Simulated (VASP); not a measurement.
A run of VASP 6.6.1:

The input INCAR:

```
PREC     = Accurate       # precision mode
ENCUT    = 600            # plane-wave cutoff, eV
EDIFF    = 1E-6           # SCF threshold, eV
ISMEAR   = 0              # smearing method
SIGMA    = 0.1            # smearing width, eV
LREAL    = F              # projectors in reciprocal space
LASPH    = T              # aspherical terms in the spheres
NELM     = 80             # most SCF steps
ALGO     = Fast           # electronic algorithm
ISIF     = 3              # what is computed and relaxed
LWAVE    = F              # write WAVECAR
LCHARG   = F              # write CHGCAR
GGA      = PE             # functional
IBRION   = 2              # ionic algorithm
NSW      = 100            # ionic steps
EDIFFG   = -0.01          # ionic threshold
```

The input KPOINTS:

```
regular mesh
0
Gamma
  8 8 8
```

File POSCAR:

```
RbSn2
1.0
    0.0000000000      4.5353194989      4.5353194989
    4.5353194989      0.0000000000      4.5353194989
    4.5353194989      4.5353194989      0.0000000000
Rb Sn
2 4
Direct
    0.0000000000      0.0000000000      0.0000000000
    0.2500000000      0.2500000000      0.2500000000
    0.6250000000      0.6250000000      0.6250000000
    0.1250000000      0.6250000000      0.6250000000
    0.6250000000      0.6250000000      0.1250000000
    0.6250000000      0.1250000000      0.6250000000
```

Potentials or basis: VASP PAW PBE potentials, release 64 (Rb_sv, Sn_d).

The run is started by

```bash
$ cat potpaw_PBE.64/Rb_sv/POTCAR potpaw_PBE.64/Sn_d/POTCAR > POTCAR
$ mpirun -np 1 vasp_std > vasp.out
```

Hardware: 1 thread of AMD EPYC 7R43 64-Core Processor (Zen 3), on a shared host.

Estimate the wall time of this run.

It took 61 min on 1 thread of AMD EPYC 7R43 64-Core Processor (Zen 3) (shared host), peak memory 0.5 GiB. Counts: scf iterations 81, k points 29, ion steps 3.
